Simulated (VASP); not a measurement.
# Ba4AlAs (F-43m) in VASP: notebook, part 2 of 2

VASP 6.6.1.

**5. Single point, PBE**

This run uses another cell than the first one, of 39.46 Å³/atom, 0.986 times its volume.

INCAR

```
SYSTEM = Ba4AlAs
ALGO = Normal
EDIFF = 1E-6
ENCUT = 500
GGA = PE
GGA_COMPAT = .False.
ISIF = 2
ISMEAR = 0
LASPH = .True.
LCHARG = .False.
LREAL = .False.
LWAVE = .False.
NBANDS = 33
NELM = 120
PREC = Accurate
SIGMA = 0.1
```

KPOINTS

```
k-points
0
Gamma
  4 4 4
  0 0 0
```

POSCAR

```
Ba4AlAs
1.0
    0.0000000000      4.9099221901      4.9099221901
    4.9099221901      0.0000000000      4.9099221901
    4.9099221901      4.9099221901      0.0000000000
Ba Al As
4 1 1
Direct
    0.3764781179      0.3764781179      0.8705656463
    0.8705656463      0.3764781179      0.3764781179
    0.3764781179      0.3764781179      0.3764781179
    0.3764781179      0.8705656463      0.3764781179
    0.0000000000      0.0000000000      0.0000000000
    0.7500000000      0.7500000000      0.7500000000
```

Potentials or basis: VASP PAW PBE potentials, release 64 (Ba_sv, Al, As).

On the command line:

```
> cat potpaw_PBE.64/Ba_sv/POTCAR potpaw_PBE.64/Al/POTCAR potpaw_PBE.64/As/POTCAR > POTCAR
> mpirun -np 1 vasp_std > vasp.out
```

OUTCAR:

```text
SYSTEM = Ba4AlAs
   EDIFF = 1E-6
   ENCUT = 500
   GGA = PE
   ISIF = 2
   ISMEAR = 0
   LASPH = .True.
   LREAL = .False.
   NELM = 120
   PREC = Accurate

 ion  position               nearest neighbor table
   1  0.376  0.376  0.871-   2 3.43   3 3.43   4 3.43   3 3.51   4 3.51   2 3.51
   2  0.871  0.376  0.376-   1 3.43   3 3.43   4 3.43   3 3.51   1 3.51   4 3.51
   3  0.376  0.376  0.376-   1 3.43   2 3.43   4 3.43   1 3.51   4 3.51   2 3.51
   4  0.376  0.871  0.376-   1 3.43   2 3.43   3 3.43   1 3.51   3 3.51   2 3.51
   5  0.000  0.000  0.000-
   6  0.750  0.750  0.750-

  LATTYP: Found a face centered cubic cell.
 ALAT       =     9.8198443802

  Lattice vectors:

 A1 = (   0.0000000000,   4.9099221901,   4.9099221901)
 A2 = (   4.9099221901,   0.0000000000,   4.9099221901)
 A3 = (   4.9099221901,   4.9099221901,   0.0000000000)

Analysis of symmetry for initial positions (statically):
=====================================================================
 Subroutine PRICEL returns:
 Original cell was already a primitive cell.

 Routine SETGRP: Setting up the symmetry group for a
 face centered cubic supercell.

 Subroutine GETGRP returns: Found 24 space group operations
 (whereof 24 operations were pure point group operations)
 out of a pool of 48 trial point group operations.

The static configuration has the point symmetry T_d .

Analysis of symmetry for dynamics (positions and initial velocities):
=====================================================================
 Subroutine PRICEL returns:
 Original cell was already a primitive cell.

 Routine SETGRP: Setting up the symmetry group for a
 face centered cubic supercell.

 Subroutine GETGRP returns: Found 24 space group operations
 (whereof 24 operations were pure point group operations)
[... 111 lines left out ...]
   IMIX   =      4    mixing-type and parameters
     AMIX     =   0.40;   BMIX     =  1.00
     AMIX_MAG =   1.60;   BMIX_MAG =  1.00
  volume/ion in A,a.u.               =      39.46       266.26
  Fermi-wavevector in a.u.,A,eV,Ry     =   0.961769  1.817479 12.585376  0.924999
  Thomas-Fermi vector in A             =   2.091169
   LORBIT       =      0    0 simple, 1 ext, 2 COOP (PROOUT), +10 PAW based schemes
   GGA     = PE    functional components
   LHFCALC =     F    Hartree Fock is set to
   AEXX    =    0.0000 exact exchange contribution
   IVDW    =     0    specifies the selected vdW correction
   LEPSILON=     F    determine dielectric tensor
   LRPA    =     F    only Hartree local field effects (RPA)
 non-spin polarized calculation
 Gauss-broadening in eV      SIGMA  =   0.10
  energy-cutoff  :      500.00
  volume of cell :      236.73
 maximum number of plane-waves:      6030
 NGX is ok and might be reduce to    54
   NGX = 25   NGY = 25   NGZ = 25

 number of electron      47.9999999 magnetization

 Free energy of the ion-electron system (eV)
  ---------------------------------------------------
  ext. energy  EPLUGINS =         0.00000000
  ---------------------------------------------------
  free energy    TOTEN  =       -13.40408375 eV

  energy without entropy =      -13.36297398  energy(sigma->0) =      -13.38352886

 E-fermi :   2.7208     XC(G=0):  -8.5079

 val. band max:        2.6812982795   @ k =   0.2500   0.2500   0.0000
 cond. band min:       2.7600130078   @ k =   0.5000   0.5000   0.0000
 fundamental gap:      0.0787147282
 Fermi energy:         2.7207713831

 k-point     1 :       0.0000    0.0000    0.0000
  band No.  band energies     occupation
      1     -26.2200      2.00000
      2     -25.7430      2.00000
      3     -25.7430      2.00000
      4     -25.7430      2.00000
      5     -13.1632      2.00000
      6     -11.9030      2.00000
[... 277 lines left out ...]
     32       4.7583      0.00000
     33       5.3235      0.00000

------------------------ aborting loop because EDIFF is reached ----------------------------------------

  FORCE on cell =-STRESS in cart. coord.  units (eV):
  Direction    XX          YY          ZZ          XY          YZ          ZX
  --------------------------------------------------------------------------------------
  -------------------------------------------------------------------------------------
  Total        1.0042555      1.0042555      1.0042555      0.0000000      0.0000000      0.0000000
  in kB        6.7967448      6.7967448      6.7967448      0.0000000      0.0000000      0.0000000
  external PRESSURE =       6.7967448 kB  Pullay stress =       0.0000000 kB

 VOLUME and BASIS-vectors are now :
 -----------------------------------------------------------------------------
  energy-cutoff  :      500.00
  volume of cell :      236.73
      direct lattice vectors                 reciprocal lattice vectors
     0.000000000  4.909922190  4.909922190    -0.101834608  0.101834608  0.101834608
     4.909922190  0.000000000  4.909922190     0.101834608 -0.101834608  0.101834608
     4.909922190  4.909922190  0.000000000     0.101834608  0.101834608 -0.101834608

 POSITION                                       TOTAL-FORCE (eV/Angst)
 -----------------------------------------------------------------------------------
      6.12289      6.12289      3.69696         0.054699      0.054699     -0.054699
      3.69696      6.12289      6.12289        -0.054699      0.054699      0.054699
      3.69696      3.69696      3.69696        -0.054699     -0.054699     -0.054699
      6.12289      3.69696      6.12289         0.054699     -0.054699      0.054699
      0.00000      0.00000      0.00000         0.000000     -0.000000     -0.000000
      7.36488      7.36488      7.36488         0.000000     -0.000000     -0.000000
 -----------------------------------------------------------------------------------
    total drift:                               -0.000000     -0.000000     -0.000000

  FREE ENERGIE OF THE ION-ELECTRON SYSTEM (eV)
  ---------------------------------------------------
  free  energy   TOTEN  =       -13.4040837474 eV

  energy  without entropy=      -13.3629739752  energy(sigma->0) =      -13.38352886
```

OSZICAR:

```text
N       E                     dE             d eps       ncg     rms          rms(c)
DAV:   1     0.351151114260E+03    0.35115E+03   -0.19351E+04   528   0.118E+03
DAV:   2     0.128485957223E+02   -0.33830E+03   -0.32895E+03   793   0.234E+02
DAV:   3    -0.136346815107E+02   -0.26483E+02   -0.25527E+02   695   0.669E+01
DAV:   4    -0.145445096585E+02   -0.90983E+00   -0.88950E+00   816   0.103E+01
DAV:   5    -0.145707436282E+02   -0.26234E-01   -0.26152E-01   728   0.151E+00    0.964E+00
DAV:   6    -0.135055892474E+02    0.10652E+01   -0.36905E+00   663   0.473E+00    0.394E+00
DAV:   7    -0.134186538867E+02    0.86935E-01   -0.35807E-01   680   0.199E+00    0.264E+00
DAV:   8    -0.134028680898E+02    0.15786E-01   -0.13151E-01   704   0.170E+00    0.232E-01
DAV:   9    -0.134034142471E+02   -0.54616E-03   -0.99170E-03   727   0.328E-01    0.128E-01
DAV:  10    -0.134039171181E+02   -0.50287E-03   -0.72120E-04   672   0.146E-01    0.549E-02
DAV:  11    -0.134040829972E+02   -0.16588E-03   -0.16470E-04   656   0.725E-02    0.165E-02
DAV:  12    -0.134040867661E+02   -0.37689E-05   -0.20380E-05   768   0.167E-02    0.708E-03
DAV:  13    -0.134040843952E+02    0.23709E-05   -0.24758E-06   535   0.616E-03    0.231E-03
DAV:  14    -0.134040837474E+02    0.64777E-06   -0.23921E-07   456   0.216E-03
   1 F= -.13404084E+02 E0= -.13383529E+02  d E =-.411098E-01
```

stdout:

```text
POSCAR found type information on POSCAR BaAlAs
 POSCAR found :  3 types and       6 ions
 scaLAPACK will be used
 LDA part: xc-table for (Slater+PW92), standard interpolation
 POSCAR, INCAR and KPOINTS ok, starting setup
 FFT: planning ... GRIDC
 FFT: planning ... GRID_SOFT
 FFT: planning ... GRID
 WAVECAR not read
 entering main loop
```

Run time: 1.8 min. Hardware: 1 thread of AMD EPYC 7R43 (Zen 3), shared host; peak memory 0.37 GiB.

Results:

```yaml
Free_energy: -13.4041 eV
Pressure: 0.7 GPa
Largest_force: 0.095 eV/Å
Band_gap_on_the_k_mesh: zero (band 24 reaches 2.94 eV, above the bottom of band 25 at 2.36 eV)
```

Forces on the atoms (eV/Å):
```
Ba   0.055  0.055 -0.055
Ba  -0.055  0.055  0.055
Ba  -0.055 -0.055 -0.055
Ba   0.055 -0.055  0.055
Al   0.000  0.000  0.000
As   0.000  0.000  0.000
```

Caveat: spin-orbit coupling is left out, which moves the levels of the heavy elements.

**6. Relaxation of cell and atoms, PBE**

This run uses another cell than the first one, of 28.21 Å³/atom, 0.705 times its volume.

INCAR

```
SYSTEM = Ba4AlAs
ALGO = Normal ; EDIFF = 1E-7
EDIFFG = -0.04 ; ENCUT = 500
GGA = PE ; GGA_COMPAT = .False.
IBRION = 2 ; ISIF = 3
ISMEAR = 0 ; LASPH = .True.
LCHARG = .False. ; LREAL = .False.
LWAVE = .False. ; NELM = 120
NELMIN = 4 ; NSW = 90
PREC = Accurate ; SIGMA = 0.1
```

KPOINTS is that of step 5.

POSCAR

```
Ba4AlAs
1.0
    0.0000000000      4.3904850600      4.3904850600
    4.3904850600      0.0000000000      4.3904850600
    4.3904850600      4.3904850600      0.0000000000
Ba Al As
4 1 1
Direct
    0.3759208700      0.3759208700      0.8722373800
    0.8722373800      0.3759208700      0.3759208700
    0.3759208700      0.3759208700      0.3759208700
    0.3759208700      0.8722373800      0.3759208700
    0.0000000000      0.0000000000      0.0000000000
    0.7500000000      0.7500000000      0.7500000000
```

Potentials or basis: VASP PAW PBE potentials, release 64 (Ba_sv, Al, As).

On the command line:

```
> cat potpaw_PBE.64/Ba_sv/POTCAR potpaw_PBE.64/Al/POTCAR potpaw_PBE.64/As/POTCAR > POTCAR
> mpirun -np 1 vasp_std > vasp.out
```

Wall time 4.4 min (1 thread of AMD EPYC 7R43 (Zen 3), shared host); peak memory 0.3 GiB.

The run converged. Its results:

* Free energy: -13.4212 eV
* Relaxed volume: 40.93 Å³/atom
* Relaxed cell: a = 7.029 Å, b = 7.029 Å, c = 7.029 Å, α = 60.00°, β = 60.00°, γ = 60.00°
* Space group after relaxing (to 0.05 Å): F-43m (No. 216)
* Energy gained by relaxing: 396.9 meV/atom
* Ionic steps: 6
* Pressure after relaxing: 0.1 GPa
* Largest force after relaxing: 0.027 eV/Å
* Band gap on the k mesh: zero (band 24 reaches 2.73 eV, above the bottom of band 25 at 2.20 eV)

Forces in eV/Å, atoms in the order of the input:
```
Ba  -0.016 -0.016  0.016
Ba   0.016 -0.016 -0.016
Ba   0.016  0.016  0.016
Ba  -0.016  0.016 -0.016
Al   0.000  0.000  0.000
As   0.000  0.000  0.000
```

Step by step:
| step | energy change (eV) | largest force (eV/Å) | pressure (GPa) | volume (Å³) |
| --- | --- | --- | --- | --- |
| 1 | 0.0000 | 0.0731 | 14.56 | 169.27 |
| 2 | -2.3722 | 0.0719 | 0.43 | 240.17 |
| 3 | -2.3555 | 0.0526 | -0.63 | 258.99 |
| 4 | -2.3808 | 0.0651 | -0.03 | 247.28 |
| 5 | -2.3805 | 0.0670 | 0.08 | 245.52 |
| 6 | -2.3812 | 0.0272 | 0.07 | 245.56 |

Final structure:
```
Ba Al As
1.0
     0.00000    4.97021    4.97021
     4.97021    0.00000    4.97021
     4.97021    4.97021    0.00000
Ba Al As
4 1 1
Direct
  0.37587 0.37587 0.87240
  0.87240 0.37587 0.37587
  0.37587 0.37587 0.37587
  0.37587 0.87240 0.37587
  0.00000 0.00000 0.00000
  0.75000 0.75000 0.75000
```

Levels at points of the mesh, in eV from the Fermi level:
| k point | band 22 | band 23 | band 24 | band 25 | band 26 | band 27 |
| --- | --- | --- | --- | --- | --- | --- |
| (0.00, 0.00, 0.00) | -1.76 | -0.34 | -0.34 | -0.34 | 0.50 | 0.50 |
| (0.50, 0.00, 0.00) | -0.96 | -0.08 | -0.08 | 0.51 | 0.51 | 0.52 |
| (0.50, 0.50, 0.00) | -0.55 | -0.11 | -0.11 | 0.02 | 0.16 | 1.39 |

Caveat: the volume moved by over 15 % at a fixed basis, so the end points are rough; spin-orbit coupling is left out, which moves the levels of the heavy elements.

**7. Overview**

| task | cell | k mesh | cutoff (eV) | gap on the mesh (eV) | pressure (GPa) | relaxed volume (Å³/atom) | largest force (eV/Å) |
| --- | --- | --- | --- | --- | --- | --- | --- |
| single point | a = 6.976 Å, angles 60.0°, 6 atoms | 8 × 8 × 8 | 520 | none | 0.5 | - | 0.04 |
| relaxation of cell and atoms | relaxed from a = 6.944 Å, angles 60.0°, 6 atoms | 8 × 8 × 8 | 600 | none | 0.0 | 41.46 | - |
| single point | a = 6.209 Å, angles 60.0°, 6 atoms | 4 × 4 × 4 | 500 | none | 14.6 | - | 0.07 |
| single point | a = 6.944 Å, angles 60.0°, 6 atoms | 4 × 4 × 4 | 500 | none | 0.7 | - | 0.09 |
| relaxation of cell and atoms | relaxed from a = 6.209 Å, angles 60.0°, 6 atoms | 4 × 4 × 4 | 500 | none | 0.1 | 40.93 | 0.03 |

Alike in all rows: level PBE; potentials or basis VASP PAW PBE potentials, release 64 (Ba_sv, Al, As); no spin polarisation; smearing gaussian 0.1 eV.

Caveats: spin-orbit coupling is left out, which moves the levels of the heavy elements; the volume moved by over 15 % at a fixed basis, so the end points are rough (some runs).

Absolute energies hang on the potentials; compare differences alone.
